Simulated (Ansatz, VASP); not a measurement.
**PbF2 in VASP and in Ansatz**

```xyz
3
Lattice="0.0000 2.9699 2.9699 2.9699 0.0000 2.9699 2.9699 2.9699 0.0000" Properties=species:S:1:pos:R:3 pbc="T T T"
Pb    0.2526   -0.2526   -0.2526
F     1.4849    1.4849    1.4849
F     4.4548    4.4548    4.4548
```

Change from the starting cell: all Pb atoms moved +0.438 Å, as atom 1 towards its neighbour atom 2 (F) at 2.572 Å.

Alike in both runs: task single point; functional r2SCAN; k mesh 8 × 8 × 8; occupations gaussian, width 0.05 eV; no spin polarisation.

```csv
,VASP,Ansatz
version,VASP 6.6.1,Ansatz 0.2.0
potentials or method,"VASP PAW PBE potentials, release 64 (Pb_d, F), cutoff 520 eV","scalar-relativistic, plane waves, PAW"
valence electrons in the cell,28,28
```

```csv
,VASP,Ansatz,Ansatz less VASP
gap on the k mesh at the Fermi level (eV),4.97,4.97,+0.005
least direct gap on the mesh (eV),5.20,5.20,+0.002
pressure (GPa),4.4,4.3,-0.13
"traceless stress, the component that is largest in VASP (GPa)",-2.86,-2.67,+0.193
rms of the force components (eV/Å),0.749,0.689,-0.0601
```

VASP's potentials were made for PBE, not for r2SCAN. Atom by atom the forces differ by 0.060 eV/Å (rms over components).

Neither program's run includes spin-orbit coupling.
